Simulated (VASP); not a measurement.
# Hf (R-3m) in VASP: a series of runs

Hf is run at these levels: r2SCAN; tasks: single point.

Everything below comes from runs of VASP 6.6.1. Logs are shortened: lines on timing, memory, paths and dates and some standing lists are left out, and cuts for length are marked.

## 1. The cell of the first run

Symmetry: R-3m, No. 166, trigonal system. Conventional cell: a = 4.553 Å, b = 4.553 Å, c = 3.931 Å, α = 90.00°, β = 90.00°, γ = 120.00°. Hf (site symmetry -3m) has 12 Hf at 2.94 to 3.71 Å within 3.9 Å.

## 2. Single point, r2SCAN

Contents of POSCAR:

```
Hf
1.0
   -1.3896838530      1.8296609802      1.8296609802
    1.8296609802     -1.3896838530      1.8296609802
    1.8296609802      1.8296609802     -1.3896838530
Hf
1
Direct
    0.0000000000      0.0000000000      0.0000000000
```

Contents of INCAR.step1:

```
  ALGO = Normal
  EDIFF = 1E-4
  ENCUT = 520
  GGA = PE
  ISMEAR = 0
  LASPH = True
  LCHARG = False
  LREAL = False
  LWAVE = True
  NBANDS = 11
  NELM = 100
  PREC = Accurate
  SIGMA = 0.15
```

Contents of INCAR.step2:

```
  ALGO = Normal
  EDIFF = 1E-7
  ENCUT = 520
  ISIF = 2
  ISMEAR = 0
  ISTART = 1
  LASPH = True
  LCHARG = False
  LMIXTAU = True
  LREAL = False
  LWAVE = False
  METAGGA = R2SCAN
  NBANDS = 11
  NELM = 100
  PREC = Accurate
  SIGMA = 0.15
```

Contents of KPOINTS:

```
k-points
0
Gamma
  20 20 20
```

Potentials or basis: VASP PAW PBE potentials, release 64 (Hf_pv).

The run is started by

```
$ cat potpaw_PBE.64/Hf_pv/POTCAR > POTCAR
$ cp INCAR.step1 INCAR
$ mpirun -np 1 vasp_std > vasp.out
$ cp INCAR.step2 INCAR
$ mpirun -np 1 vasp_std > vasp.out
```

OUTCAR:

```text
EDIFF = 1E-7
   ENCUT = 520
   ISIF = 2
   ISMEAR = 0
   ISTART = 1
   LASPH = True
   LREAL = False
   METAGGA = R2SCAN
   NELM = 100
   PREC = Accurate

 ion  position               nearest neighbor table
   1  0.000  0.000  0.000-

  LATTYP: Found a trigonal (rhomboedric) cell.
 ALAT       =     2.9370971751
 COS(alpha) =    -0.2014297013

  Lattice vectors:

 A1 = (  -1.3896838530,   1.8296609802,   1.8296609802)
 A2 = (   1.8296609802,  -1.3896838530,   1.8296609802)
 A3 = (   1.8296609802,   1.8296609802,  -1.3896838530)

Analysis of symmetry for initial positions (statically):
=====================================================================
 Subroutine PRICEL returns:
 Original cell was already a primitive cell.

 Routine SETGRP: Setting up the symmetry group for a
 trigonal (rhombohedral) supercell.

 Subroutine GETGRP returns: Found 12 space group operations
 (whereof 12 operations were pure point group operations)
 out of a pool of 12 trial point group operations.

The static configuration has the point symmetry D_3d.

Analysis of symmetry for dynamics (positions and initial velocities):
=====================================================================
 Subroutine PRICEL returns:
 Original cell was already a primitive cell.

 Routine SETGRP: Setting up the symmetry group for a
 trigonal (rhombohedral) supercell.

 Subroutine GETGRP returns: Found 12 space group operations
 (whereof 12 operations were pure point group operations)
 out of a pool of 12 trial point group operations.

The dynamic configuration has the point symmetry D_3d.

 Subroutine INISYM returns: Found 12 space group operations
 (whereof 12 operations are pure point group operations),
 and found     1 'primitive' translations

----------------------------------------------------------------------------------------

                                     Primitive cell

  volume of cell :      23.5229

  direct lattice vectors                    reciprocal lattice vectors
    -1.389683853  1.829660980  1.829660980    -0.060215180  0.250407028  0.250407028
     1.829660980 -1.389683853  1.829660980     0.250407028 -0.060215180  0.250407028
     1.829660980  1.829660980 -1.389683853     0.250407028  0.250407028 -0.060215180

  length of vectors
     2.937097175  2.937097175  2.937097175     0.359211953  0.359211953  0.359211953

  position of ions in fractional coordinates (direct lattice)
     0.000000000  0.000000000  0.000000000

  ion indices of the primitive-cell ions
   primitive index   ion index
                 1           1

----------------------------------------------------------------------------------------

 KPOINTS: k-points

Automatic generation of k-mesh.
 Grid dimensions read from file:
 generate k-points for:   20   20   20

 Generating k-lattice:

  Cartesian coordinates                     Fractional coordinates (reciprocal lattice)
    -0.003010759  0.012520351  0.012520351     0.050000000  0.000000000  0.000000000
     0.012520351 -0.003010759  0.012520351     0.000000000  0.050000000  0.000000000
     0.012520351  0.012520351 -0.003010759    -0.000000000 -0.000000000  0.050000000

  Length of vectors
     0.017960598  0.017960598  0.017960598

  Shift w.r.t. Gamma in fractional coordinates (k-lattice)
     0.000000000  0.000000000  0.000000000

 Subroutine IBZKPT returns following result:
 ===========================================

 Found    781 irreducible k-points:

 Following reciprocal coordinates:
            Coordinates               Weight
  0.000000  0.000000  0.000000      1.000000
  0.050000  0.000000  0.000000      6.000000
  0.100000  0.000000  0.000000      6.000000
  0.150000  0.000000  0.000000      6.000000
  0.200000  0.000000  0.000000      6.000000
  0.250000  0.000000  0.000000      6.000000
[... 16 lines left out ...]
 -0.400000  0.050000 -0.000000     12.000000
 -0.350000  0.050000  0.000000     12.000000
 [... further k-points ...]
   k-points           NKPTS =    781   k-points in BZ     NKDIM =    781   number of bands    NBANDS=     11
   number of dos      NEDOS =    301   number of ions     NIONS =      1
   total plane-waves  NPLWV =  13824
   dimension x,y,z NGX =    24 NGY =   24 NGZ =   24
   dimension x,y,z NGXF=    48 NGYF=   48 NGZF=   48
   ions per type =               1
   NGX,Y,Z   is equivalent  to a cutoff of  13.58, 13.58, 13.58 a.u.
   NGXF,Y,Z  is equivalent  to a cutoff of  27.17, 27.17, 27.17 a.u.
 SYSTEM =  unknown system
   PREC   = accura    normal or accurate (medium, high low for compatibility)
   ISTART =      1    job   : 0-new  1-cont  2-samecut
   ICHARG =      0    charge: 1-file 2-atom 10-const
   ISPIN  =      1    spin polarized calculation?
   LNONCOLLINEAR =      F non collinear calculations
   LSORBIT =      F    spin-orbit coupling
   LASPH  =      T    aspherical Exc in radial PAW
   ENCUT  =  520.0 eV  38.22 Ry    6.18 a.u.   5.46  5.46  5.46*2*pi/ulx,y,z
   NELM   =    100;   NELMIN=  2; NELMDL=  0     # of ELM steps
   EDIFF  = 0.1E-06   stopping-criterion for ELM
   LREAL  =      F    real-space projection
   EDIFFG = 0.1E-05   stopping-criterion for IOM
   NSW    =      0    number of steps for IOM
   IBRION =     -1    ionic relax: 0-MD 1-quasi-New 2-CG
   NFREE  =      0    steps in history (QN), initial steepest desc. (CG)
   ISIF   =      2    stress and relaxation
   ISYM   =      2    0-nonsym 1-usesym 2-fastsym
   POTIM  = 0.5000    time-step for ionic-motion
   TEBEG  =    0.0;   TEEND  =   0.0 temperature during run
   PSTRESS=    0.0 pullay stress
   NELECT =      10.0000    total number of electrons
   NUPDOWN=      -1.0000    fix difference up-down
   EMIN   =  10.00;   EMAX   =-10.00  energy-range for DOS
   EFERMI =   0.00;   METHOD = LEGACY
   ISMEAR =     0;   SIGMA  =   0.15  broadening in eV -4-tet -1-fermi 0-gaus
   EFERMI_NEDOS =   21; number of points for ismear=-14 and -15
   IALGO  =     38    algorithm
   IMIX   =      4    mixing-type and parameters
     AMIX     =   0.40;   BMIX     =  1.00
     AMIX_MAG =   1.60;   BMIX_MAG =  1.00
  volume/ion in A,a.u.               =      23.52       158.74
  Fermi-wavevector in a.u.,A,eV,Ry     =   1.230961  2.326179 20.616432  1.515265
  Thomas-Fermi vector in A             =   2.365789
   LORBIT       =      0    0 simple, 1 ext, 2 COOP (PROOUT), +10 PAW based schemes
   METAGGA = R2SCAN    functional components
   LHFCALC =     F    Hartree Fock is set to
   AEXX    =    0.0000 exact exchange contribution
   IVDW    =     0    specifies the selected vdW correction
   LEPSILON=     F    determine dielectric tensor
   LRPA    =     F    only Hartree local field effects (RPA)
 non-spin polarized calculation
 Gauss-broadening in eV      SIGMA  =   0.15
  energy-cutoff  :      520.00
  volume of cell :       23.52
 maximum number of plane-waves:       653
 NGX is ok and might be reduce to    24

 number of electron      10.0000001 magnetization

 Free energy of the ion-electron system (eV)
  ---------------------------------------------------
  ext. energy  EPLUGINS =         0.00000000
  ---------------------------------------------------
  free energy    TOTEN  =       -44.44521890 eV

  energy without entropy =      -44.42094658  energy(sigma->0) =      -44.43308274

 E-fermi :   4.0014     XC(G=0): -11.8911

 val. band max:        3.9998345539   @ k =   0.4000   0.1000   0.0000
 cond. band min:       4.0025217229   @ k =   0.3500   0.1000   0.1000
 fundamental gap:      0.0026871690
 Fermi energy:         4.0013626238

 k-point     1 :       0.0000    0.0000    0.0000
  band No.  band energies     occupation
      1     -27.0932      2.00000
      2     -26.9010      2.00000
      3     -26.9010      2.00000
      4      -3.0338      2.00000
      5       3.5270      1.99999
      6       3.5270      1.99999
      7       9.0341      0.00000
      8      10.0425      0.00000
      9      10.0425      0.00000
     10      16.0924      0.00000
     11      16.8703      0.00000

 k-point     2 :       0.0500    0.0000    0.0000
  band No.  band energies     occupation
      1     -27.0995      2.00000
      2     -26.9182      2.00000
      3     -26.9000      2.00000
      4      -2.9574      2.00000
      5       3.5330      1.99999
      6       3.5660      1.99996
      7       8.9898      0.00000
      8       9.9714      0.00000
      9      10.0013      0.00000
     10      16.0923      0.00000
     11      16.9758      0.00000

 k-point     3 :       0.1000    0.0000    0.0000
  band No.  band energies     occupation
      1     -27.1271      2.00000
      2     -26.9584      2.00000
      3     -26.8969      2.00000
      4      -2.7336      2.00000
      5       3.5487      1.99998
      6       3.6724      1.99807
      7       8.8585      0.00000
      8       9.7845      0.00000
      9       9.9317      0.00000
     10      16.0922      0.00000
     11      17.2617      0.00000

 k-point     4 :       0.1500    0.0000    0.0000
  band No.  band energies     occupation
      1     -27.1979      2.00000
      2     -26.9916      2.00000
      3     -26.8921      2.00000
      4      -2.3779      2.00000
      5       3.5677      1.99996
      6       3.8139      1.92284
      7       8.6861      0.00000
      8       9.5429      0.00000
      9       9.9081      0.00000
     10      16.0922      0.00000
     11      17.2260      0.00000

 k-point     5 :       0.2000    0.0000    0.0000
  band No.  band energies     occupation
      1     -27.3132      2.00000
      2     -27.0048      2.00000
      3     -26.8860      2.00000
      4      -1.9154      2.00000
      5       3.5813      1.99993
      6       3.9410      1.43083
      7       8.5758      0.00000
      8       9.3104      0.00000
      9       9.9414      0.00000
     10      16.0919      0.00000
     11      16.5022      0.00000
[... 211 lines left out ...]
 k-point    21 :       0.5000    0.0500    0.0000
  band No.  band energies     occupation
      1     -27.8882      2.00000
      2     -27.0055      2.00000
      3     -26.8681      2.00000
      4       0.6979      2.00000
      5       3.4924      2.00000
      6       3.8624      1.80973
      7       8.5956      0.00000
      8       9.0603      0.00000
      9      10.3161      0.00000
     10      14.4951      0.00000
     11      16.0924      0.00000

 k-point    22 :      -0.4500    0.0500    0.0000
  band No.  band energies     occupation
      1     -27.8648      2.00000
      2     -27.0045      2.00000
      3     -26.8681      2.00000
      4       0.5489      2.00000
      5       3.5323      1.99999
      6       3.7950      1.94835
      7       8.7661      0.00000
      8       8.9304      0.00000
      9      10.2790      0.00000
     10      14.3623      0.00000
     11      16.0924      0.00000

 k-point    23 :      -0.4000    0.0500   -0.0000
  band No.  band energies     occupation
      1     -27.8011      2.00000
      2     -27.0053      2.00000
      3     -26.8703      2.00000
      4       0.1905      2.00000
      5       3.5944      1.99988
      6       3.8022      1.93952
      7       8.7822      0.00000
      8       8.9043      0.00000
      9      10.1926      0.00000
     10      14.2619      0.00000
     11      16.0924      0.00000

 k-point    24 :      -0.3500    0.0500    0.0000
  band No.  band energies     occupation
      1     -27.7024      2.00000
      2     -27.0076      2.00000
      3     -26.8744      2.00000
      4      -0.3114      2.00000
      5       3.6512      1.99904
      6       3.9003      1.65935
      7       8.6257      0.00000
      8       8.8780      0.00000
      9      10.0790      0.00000
     10      14.5252      0.00000
     11      16.0924      0.00000

 [... further k-points ...]
[... 5 lines left out ...]
  --------------------------------------------------------------------------------------
  -------------------------------------------------------------------------------------
  Total       -0.4749232     -0.4749232     -0.4749232     -0.9310923     -0.9310923     -0.9310923
  in kB      -32.3476216    -32.3476216    -32.3476216    -63.4178789    -63.4178789    -63.4178789
  external PRESSURE =     -32.3476216 kB  Pullay stress =       0.0000000 kB

 VOLUME and BASIS-vectors are now :
 -----------------------------------------------------------------------------
  energy-cutoff  :      520.00
  volume of cell :       23.52
      direct lattice vectors                 reciprocal lattice vectors
    -1.389683853  1.829660980  1.829660980    -0.060215180  0.250407028  0.250407028
     1.829660980 -1.389683853  1.829660980     0.250407028 -0.060215180  0.250407028
     1.829660980  1.829660980 -1.389683853     0.250407028  0.250407028 -0.060215180

 POSITION                                       TOTAL-FORCE (eV/Angst)
 -----------------------------------------------------------------------------------
      0.00000      0.00000      0.00000         0.000000      0.000000      0.000000
 -----------------------------------------------------------------------------------
    total drift:                                0.000000      0.000000      0.000000

  FREE ENERGIE OF THE ION-ELECTRON SYSTEM (eV)
  ---------------------------------------------------
  free  energy   TOTEN  =       -44.4452188971 eV

  energy  without entropy=      -44.4209465797  energy(sigma->0) =      -44.43308274
```

Run time: 4.1 min. Hardware: 1 thread of Intel Xeon Platinum 8488C (Sapphire Rapids), shared host; peak memory 0.31 GiB.

What came out:

```
Free energy            : -44.4452 eV
Pressure               : -3.2 GPa
Band gap on the k mesh : zero (band 5 reaches 4.96 eV, above the bottom of band 6 at 3.50 eV)
```

Stress tensor (GPa, compression positive):
```
-3.23 -6.34 -6.34
-6.34 -3.23 -6.34
-6.34 -6.34 -3.23
```

Caveat: the PAW data sets were made with another functional, which shifts forces and pressure a little; spin-orbit coupling is left out, which moves the levels of the heavy elements.

## 3. Single point, r2SCAN

This run uses another cell than the first one, of the same volume but with other edges.

Contents of POSCAR:

```
Hf
1.0
   -2.2188727668      1.8277037076      1.8277037076
    1.8277037076     -2.2188727668      1.8277037076
    1.8277037076      1.8277037076     -2.2188727668
Hf
1
Direct
    0.0000000000      0.0000000000      0.0000000000
```

Contents of INCAR.step1:

```
SYSTEM = Hf
ALGO = Normal
EDIFF = 1E-4
ENCUT = 520
GGA = PE
ISMEAR = 0
LASPH = .True.
LCHARG = .False.
LREAL = .False.
LWAVE = .True.
NBANDS = 11
NELM = 100
PREC = Accurate
SIGMA = 0.15
```

Contents of INCAR.step2:

```
SYSTEM = Hf
ALGO = Normal
EDIFF = 1E-6
ENCUT = 520
ISIF = 2
ISMEAR = 0
ISTART = 1
LASPH = .True.
LCHARG = .True.
LELF = .True.
LMIXTAU = .True.
LREAL = .False.
LVHAR = .True.
LWAVE = .False.
METAGGA = R2SCAN
NBANDS = 11
NELM = 100
PREC = Accurate
SIGMA = 0.15
```

Contents of KPOINTS:

```
k-points
0
Gamma
  20 20 20
  0 0 0
```

Potentials or basis: VASP PAW PBE potentials, release 64 (Hf_pv).

The run is started by

```
$ cat potpaw_PBE.64/Hf_pv/POTCAR > POTCAR
$ cp INCAR.step1 INCAR
$ mpirun -np 1 vasp_std > vasp.out
$ cp INCAR.step2 INCAR
$ mpirun -np 1 vasp_std > vasp.out
```

Wall time 8.5 min (1 thread of Intel Xeon Platinum 8488C (Sapphire Rapids), shared host); peak memory 0.34 GiB.

Results (log left out):

```yaml
Free_energy: -44.3794 eV
Pressure: -0.2 GPa
Band_gap_on_the_k_mesh: zero (band 5 reaches 5.78 eV, above the bottom of band 6 at 2.73 eV)
```

Stress tensor (GPa, compression positive):
```
-0.17 16.40 16.40
16.40 -0.17 16.40
16.40 16.40 -0.17
```

Levels at points of the mesh, in eV from the Fermi level:
| k point | band 1 | band 2 | band 3 | band 4 | band 5 | band 6 | band 7 | band 8 | band 9 | band 10 |
| --- | --- | --- | --- | --- | --- | --- | --- | --- | --- | --- |
| (0.00, 0.00, 0.00) | -31.15 | -31.15 | -29.77 | -6.62 | -1.14 | 1.64 | 1.64 | 7.61 | 7.61 | 10.88 |
| (0.50, 0.00, 0.00) | -33.00 | -30.93 | -30.80 | -2.52 | -0.19 | 3.27 | 3.74 | 3.96 | 6.94 | 10.58 |
| (0.50, 0.50, 0.00) | -31.53 | -31.24 | -29.79 | -3.38 | -1.39 | -0.09 | 5.79 | 7.35 | 7.89 | 8.45 |
| (0.50, 0.50, 0.50) | -32.95 | -30.97 | -30.97 | -2.30 | -2.30 | 5.59 | 5.59 | 7.65 | 7.65 | 8.24 |

Caveat: the PAW data sets were made with another functional, which shifts forces and pressure a little; spin-orbit coupling is left out, which moves the levels of the heavy elements.
